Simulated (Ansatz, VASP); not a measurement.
## Y in VASP and in Ansatz

```
CELL_PARAMETERS angstrom
0.00000 3.41241 3.41241
3.41241 0.00000 3.41241
3.41241 3.41241 0.00000
ATOMIC_POSITIONS crystal
Y 0.12500 0.12500 0.12500
Y 0.87500 0.87500 0.87500
```

Alike in both runs: task single point; functional PBEsol; k mesh 9 × 9 × 9; occupations fermi-dirac, width 0.1 eV; no spin polarisation.

|  | VASP | Ansatz |
| --- | --- | --- |
| version | VASP 6.6.1 | Ansatz 0.2.0 |
| potentials or method | VASP PAW PBE potentials, release 64 (Y_sv), cutoff 520 eV | plane waves (420 eV) with PAW, scalar-relativistic |
| valence electrons in the cell | 22 | 22 |

```csv
,VASP,Ansatz,Ansatz less VASP
pressure (GPa),0.1,0.0,-0.01
```

VASP's potentials were made for PBE, not for PBEsol, and Ansatz warns of the same on its side.
